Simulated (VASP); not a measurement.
Write the native input for VASP 6.6.1 that does the following.

| Property | Result |
| --- | --- |
| Task | single point |
| Functional | PBEsol |
| Potentials or basis | VASP PAW PBE potentials, release 64 (Li_sv, O) |
| Cutoff | 750 eV |
| k mesh | 9 × 9 × 9 |
| Occupations | fermi-dirac, width 0.03 eV |
| Spin | no spin polarisation |
| Dipole correction | no |
| Further INCAR settings | ALGO = Normal; EDIFF = 1e-06; NBANDS = 13 |

The structure of Li2O lies in POSCAR:

```
Li2O
1.0
    0.0000000000      2.2864050000      2.3095000000
    2.2864050000      0.0000000000      2.3095000000
    2.2864050000      2.2864050000      0.0000000000
Li O
2 1
Direct
    0.2500000000      0.2500000000      0.2500000000
    0.7500000000      0.7500000000      0.7500000000
    0.0000000000      0.0000000000      0.0000000000
```

This cell differs from its parent crystal: equal xx and yy strain of -1 %.

One way to write it, as run:

INCAR

```
ALGO = Normal ; EDIFF = 1E-6
ENCUT = 750 ; GGA = PS
GGA_COMPAT = F ; ISIF = 2
ISMEAR = -1 ; LASPH = T
LCHARG = F ; LREAL = F
LWAVE = F ; NBANDS = 13
NELM = 120 ; PREC = Accurate
SIGMA = 0.03
```

KPOINTS

```
k-points
0
Gamma
  9 9 9
```

Potentials or basis: VASP PAW PBE potentials, release 64 (Li_sv, O).

Run with:

```bash
$ cat potpaw_PBE.64/Li_sv/POTCAR potpaw_PBE.64/O/POTCAR > POTCAR
$ mpirun -np 1 vasp_std > vasp.out
```

Results of the run:

- Pressure: -0.3 GPa
- Band gap on the k mesh: 4.95 eV, indirect (least direct gap 5.29 eV)

Caveat: the cell differs from its parent crystal (equal xx and yy strain of -1 %); the PAW data sets were made with another functional, which shifts forces and pressure a little.

Wall time 21 s on 1 thread of Intel(R) Xeon(R) 6975P-C (Granite Rapids), on a shared host, peak memory 0.18 GiB.
